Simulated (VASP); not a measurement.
# Cu4Sn3 (Cmcm) in VASP: single point with PBE

Aim: the single point of Cu4Sn3 with PBE.

Program: VASP 6.6.1. These are calculated values, not measurements. Logs are shortened: lines on timing, memory, paths and dates and some standing lists are left out, and cuts for length are marked.

## (1) The cell of the first run

Symmetry: Cmcm, No. 63, orthorhombic system. The conventional cell has a = 12.864 Å, b = 7.403 Å, c = 5.306 Å, α = 90.00°, β = 90.00°, γ = 90.00°. Within 3.5 Å of Cu (site symmetry 2/m) lie 4 Cu at 2.65 to 2.69 Å and 6 Sn at 2.66 to 2.93 Å. Within 3.5 Å of Cu (site symmetry 2) lie 4 Cu at 2.65 to 2.74 Å and 6 Sn at 2.72 to 2.95 Å. Within 3.5 Å of Cu (site symmetry m2m) lie 5 Sn at 2.65 to 2.77 Å and 6 Cu at 2.69 to 2.74 Å. Within 3.5 Å of Sn (site symmetry m) lie 7 Cu at 2.67 to 2.95 Å and 4 Sn at 3.45 to 3.49 Å. Within 3.5 Å of Sn (site symmetry m2m) lie 9 Cu at 2.65 to 2.77 Å.

## (2) Single point, PBE

The input, INCAR:

```
PREC = Accurate ; ENCUT = 520
EDIFF = 1E-6 ; ISMEAR = 0
SIGMA = 0.2 ; LREAL = False
LASPH = True ; NELM = 80
ALGO = Fast ; ISIF = 2
LWAVE = False ; LCHARG = True
GGA = PE ; LELF = True
LVHAR = True ; NBANDS = 99
```

The input, KPOINTS:

```
Automatic mesh
0
Gamma
  4 4 4
```

The input, POSCAR:

```
Cu4Sn3
1.0
    0.0000000000      0.0000000000     -5.3064438930
    0.0000000000      7.4030210971      0.0000000000
    6.4319786947     -3.7015105485      0.0000000000
Cu Sn
8 6
Direct
    0.5000000000      0.0000000000      1.0000000000
    1.0000000000      1.0000000000      1.0000000000
    1.0000000000      0.3471352211      0.6942704421
    0.5000000000      0.3471352211      0.6942704421
    0.7500000000      0.3154533060      1.0000000000
    0.2500000000      0.6845466940      1.0000000000
    0.5000000000      0.6528647789      0.3057295579
    1.0000000000      0.6528647789      0.3057295579
    0.7500000000      0.3328245070      0.3680399039
    0.7500000000      0.9647846031      0.6319600961
    0.7500000000      0.6892509825      1.0000000000
    0.2500000000      0.6671754930      0.6319600961
    0.2500000000      0.0352153969      0.3680399039
    0.2500000000      0.3107490175      1.0000000000
```

Potentials or basis: VASP PAW PBE potentials, release 64 (Cu, Sn_d).

Run with:

```
$ cat potpaw_PBE.64/Cu/POTCAR potpaw_PBE.64/Sn_d/POTCAR > POTCAR
$ mpirun -np 1 vasp_std > vasp.out
```

OUTCAR:

```text
PREC = Accurate
   ENCUT = 520
   EDIFF = 1E-6
   ISMEAR = 0
   LREAL = False
   LASPH = True
   NELM = 80
   ISIF = 2
   GGA = PE

 ion  position               nearest neighbor table
   1  0.500  0.000  0.000-   2 2.65   2 2.65  14 2.66  11 2.66   6 2.69   5 2.69  10 2.93  13 2.93
                            12 2.93   9 2.93
   2  0.000  0.000  0.000-   1 2.65   1 2.65  14 2.66  11 2.66   6 2.69   5 2.69  10 2.93  13 2.93
                            12 2.93   9 2.93
   3  0.000  0.347  0.694-   4 2.65   4 2.65   9 2.72  13 2.72   6 2.74   5 2.74  11 2.75  14 2.75
                            12 2.95  10 2.95
   4  0.500  0.347  0.694-   3 2.65   3 2.65   9 2.72  13 2.72   6 2.74   5 2.74  11 2.75  14 2.75
                            12 2.95  10 2.95
   5  0.750  0.315  0.000-  14 2.65  14 2.65   9 2.67  10 2.67   1 2.69   2 2.69   7 2.74   8 2.74
                             3 2.74   4 2.74  11 2.77
   6  0.250  0.685  0.000-  11 2.65  11 2.65  12 2.67  13 2.67   1 2.69   2 2.69   3 2.74   4 2.74
                             7 2.74   8 2.74  14 2.77
   7  0.500  0.653  0.306-   8 2.65   8 2.65  12 2.72  10 2.72   5 2.74   6 2.74  14 2.75  11 2.75
                             9 2.95  13 2.95
   8  0.000  0.653  0.306-   7 2.65   7 2.65  12 2.72  10 2.72   5 2.74   6 2.74  14 2.75  11 2.75
                             9 2.95  13 2.95
   9  0.750  0.333  0.368-   5 2.67   4 2.72   3 2.72   2 2.93   1 2.93   7 2.95   8 2.95  13 3.45
                            13 3.45  12 3.49  12 3.49  14 3.75  14 3.75
  10  0.750  0.965  0.632-   5 2.67   7 2.72   8 2.72   2 2.93   1 2.93   4 2.95   3 2.95  12 3.45
                            12 3.45  13 3.49  13 3.49  14 3.75  14 3.75
  11  0.750  0.689  0.000-   6 2.65   6 2.65   1 2.66   2 2.66   3 2.75   4 2.75   8 2.75   7 2.75
                             5 2.77  12 3.75  12 3.75  13 3.75  13 3.75
  12  0.250  0.667  0.632-   6 2.67   7 2.72   8 2.72   2 2.93   1 2.93   4 2.95   3 2.95  10 3.45
                            10 3.45   9 3.49   9 3.49  11 3.75  11 3.75
  13  0.250  0.035  0.368-   6 2.67   4 2.72   3 2.72   2 2.93   1 2.93   7 2.95   8 2.95   9 3.45
                             9 3.45  10 3.49  10 3.49  11 3.75  11 3.75
  14  0.250  0.311  0.000-   5 2.65   5 2.65   1 2.66   2 2.66   8 2.75   7 2.75   3 2.75   4 2.75
                             6 2.77   9 3.75   9 3.75  10 3.75  10 3.75

  LATTYP: Found a base centered orthorhombic cell.
 ALAT       =     7.4030210971
 B/A-ratio  =     1.7376632081
 C/A-ratio  =     0.7167943767

  Lattice vectors:

 A1 = (  -6.4319786947,   3.7015105485,   0.0000000000)
 A2 = (   6.4319786947,   3.7015105486,   0.0000000000)
 A3 = (   0.0000000000,   0.0000000000,  -5.3064438930)

Analysis of symmetry for initial positions (statically):
=====================================================================
 Subroutine PRICEL returns:
 Original cell was already a primitive cell.

 Routine SETGRP: Setting up the symmetry group for a
 base centered orthorhombic supercell.

[... 164 lines left out ...]
   LORBIT       =      0    0 simple, 1 ext, 2 COOP (PROOUT), +10 PAW based schemes
   GGA     = PE    functional components
   LHFCALC =     F    Hartree Fock is set to
   AEXX    =    0.0000 exact exchange contribution
   IVDW    =     0    specifies the selected vdW correction
   LEPSILON=     F    determine dielectric tensor
   LRPA    =     F    only Hartree local field effects (RPA)
 non-spin polarized calculation
 RMM-DIIS sequential band-by-band and
 Gauss-broadening in eV      SIGMA  =   0.20
  energy-cutoff  :      520.00
  volume of cell :      252.67
 maximum number of plane-waves:      6840
 NGX is ok and might be reduce to    40
   NGX = 19   NGY = 27   NGZ = 27

 number of electron     172.0000085 magnetization

 Free energy of the ion-electron system (eV)
  ---------------------------------------------------
  ext. energy  EPLUGINS =         0.00000000
  ---------------------------------------------------
  free energy    TOTEN  =       -52.65797890 eV

  energy without entropy =      -52.54813222  energy(sigma->0) =      -52.60305556

 E-fermi :   8.1881     XC(G=0): -11.3077

 val. band max:        8.1549289382   @ k =   0.5000   0.5000   0.0000
 cond. band min:       8.1881402517   @ k =   0.2500   0.5000   0.0000
 fundamental gap:      0.0332113135
 Fermi energy:         8.1880744817

 k-point     1 :       0.0000    0.0000    0.0000
  band No.  band energies     occupation
      1     -13.3102      2.00000
      2     -13.3079      2.00000
      3     -13.3041      2.00000
      4     -13.3035      2.00000
      5     -13.2897      2.00000
      6     -13.2859      2.00000
[... 2110 lines left out ...]
     97      12.7297      0.00000
     98      12.7446      0.00000
 [bands above 98 left out]

------------------------ aborting loop because EDIFF is reached ----------------------------------------

  FORCE on cell =-STRESS in cart. coord.  units (eV):
  Direction    XX          YY          ZZ          XY          YZ          ZX
  --------------------------------------------------------------------------------------
  -------------------------------------------------------------------------------------
  Total        0.6287189      0.5613547     -0.6622528      0.0000000      0.0000000      0.0000000
  in kB        3.9866670      3.5595144     -4.1993034      0.0000000      0.0000000      0.0000000
  external PRESSURE =       1.1156260 kB  Pullay stress =       0.0000000 kB

 VOLUME and BASIS-vectors are now :
 -----------------------------------------------------------------------------
  energy-cutoff  :      520.00
  volume of cell :      252.67
      direct lattice vectors                 reciprocal lattice vectors
     0.000000000  0.000000000 -5.306443893     0.000000000  0.000000000 -0.188450122
     0.000000000  7.403021097  0.000000000     0.077736576  0.135079988  0.000000000
     6.431978695 -3.701510548  0.000000000     0.155473152  0.000000000  0.000000000

 POSITION                                       TOTAL-FORCE (eV/Angst)
 -----------------------------------------------------------------------------------
      0.00000      0.00000     -2.65322        -0.000000      0.000000      0.000000
      0.00000      0.00000      0.00000        -0.000000      0.000000      0.000000
      4.46553      0.00000      0.00000        -0.013744     -0.000000      0.000000
      4.46553      0.00000     -2.65322        -0.013744     -0.000000      0.000000
      0.00000      2.33531     -3.97983        -0.000000      0.000656      0.000000
      0.00000      5.06771     -1.32661        -0.000000     -0.000656     -0.000000
      1.96645      3.70151     -2.65322         0.013744      0.000000      0.000000
      1.96645      3.70151      0.00000         0.013744      0.000000      0.000000
      2.36722      1.10160     -3.97983         0.003875      0.017394     -0.000000
      4.06475      4.80311     -3.97983        -0.003875      0.017394     -0.000000
      0.00000      5.10254     -3.97983        -0.000000      0.014201      0.000000
      4.06475      2.59991     -1.32661        -0.003875     -0.017394     -0.000000
      2.36722     -1.10160     -1.32661         0.003875     -0.017394      0.000000
      0.00000      2.30048     -1.32661        -0.000000     -0.014201      0.000000
 -----------------------------------------------------------------------------------
    total drift:                               -0.000000      0.000000      0.000000

  FREE ENERGIE OF THE ION-ELECTRON SYSTEM (eV)
  ---------------------------------------------------
  free  energy   TOTEN  =       -52.6579789031 eV

  energy  without entropy=      -52.5481322170  energy(sigma->0) =      -52.60305556
```

OSZICAR:

```text
N       E                     dE             d eps       ncg     rms          rms(c)
DAV:   1     0.217793157813E+04    0.21779E+04   -0.74122E+04  4198   0.295E+03
DAV:   2     0.432736353026E+03   -0.17452E+04   -0.17135E+04  4158   0.814E+02
DAV:   3    -0.192563561128E+02   -0.45199E+03   -0.43626E+03  4158   0.334E+02
[... 10 lines left out ...]
RMM:  14    -0.526579542395E+02    0.10106E-05   -0.82355E-04  7011   0.146E-01    0.571E-02
RMM:  15    -0.526579609465E+02   -0.67070E-05   -0.42152E-04  5958   0.112E-01    0.103E-02
RMM:  16    -0.526579749675E+02   -0.14021E-04   -0.19915E-04  7103   0.509E-02    0.885E-03
RMM:  17    -0.526579783454E+02   -0.33778E-05   -0.53550E-05  6736   0.253E-02    0.691E-03
RMM:  18    -0.526579793622E+02   -0.10168E-05   -0.21137E-05  5774   0.148E-02    0.538E-03
RMM:  19    -0.526579789031E+02    0.45906E-06   -0.75485E-06  3321   0.113E-02
   1 F= -.52657979E+02 E0= -.52603056E+02  d E =-.109847E+00
```

Wall time 34 min (1 thread of Intel Xeon 8259CL, shared host); peak memory 0.58 GiB.

What came out:

| Item | Value |
| --- | --- |
| Free energy | -52.6580 eV |
| Pressure | 0.1 GPa |
| Largest force | 0.018 eV/Å |
| Band gap on the k mesh | zero (bands 86 and 87 overlap by 1.68 eV) |

Forces on the atoms (eV/Å):
```
Cu   0.000  0.000  0.000
Cu   0.000  0.000  0.000
Cu  -0.014  0.000  0.000
Cu  -0.014  0.000  0.000
Cu   0.000  0.001  0.000
Cu   0.000 -0.001  0.000
Cu   0.014  0.000  0.000
Cu   0.014  0.000  0.000
Sn   0.004  0.017  0.000
Sn  -0.004  0.017  0.000
Sn   0.000  0.014  0.000
Sn  -0.004 -0.017  0.000
Sn   0.004 -0.017  0.000
Sn   0.000 -0.014  0.000
```

Levels at points of the mesh, in eV from the Fermi level:
| k point | band 83 | band 84 | band 85 | band 86 | band 87 | band 88 | band 89 | band 90 |
| --- | --- | --- | --- | --- | --- | --- | --- | --- |
| (0.00, 0.00, 0.00) | -1.06 | -0.21 | -0.09 | 0.01 | 0.21 | 0.22 | 0.22 | 1.19 |
| (0.50, 0.00, 0.00) | -1.99 | -1.99 | 1.13 | 1.13 | 2.10 | 2.10 | 2.21 | 2.21 |
| (0.00, 0.50, 0.00) | -1.66 | -1.53 | -1.51 | -1.13 | 0.12 | 1.31 | 1.39 | 1.85 |
| (0.50, 0.50, 0.00) | -0.91 | -0.91 | -0.63 | -0.63 | -0.03 | -0.03 | 1.10 | 1.10 |
| (0.00, 0.00, 0.50) | -1.69 | -1.67 | -1.66 | -1.12 | 0.31 | 1.43 | 1.69 | 1.72 |
| (0.50, 0.00, 0.50) | -0.87 | -0.87 | -0.76 | -0.76 | 0.13 | 0.13 | 1.03 | 1.03 |

Caveat: spin-orbit coupling is left out, which moves the levels of the heavy elements.
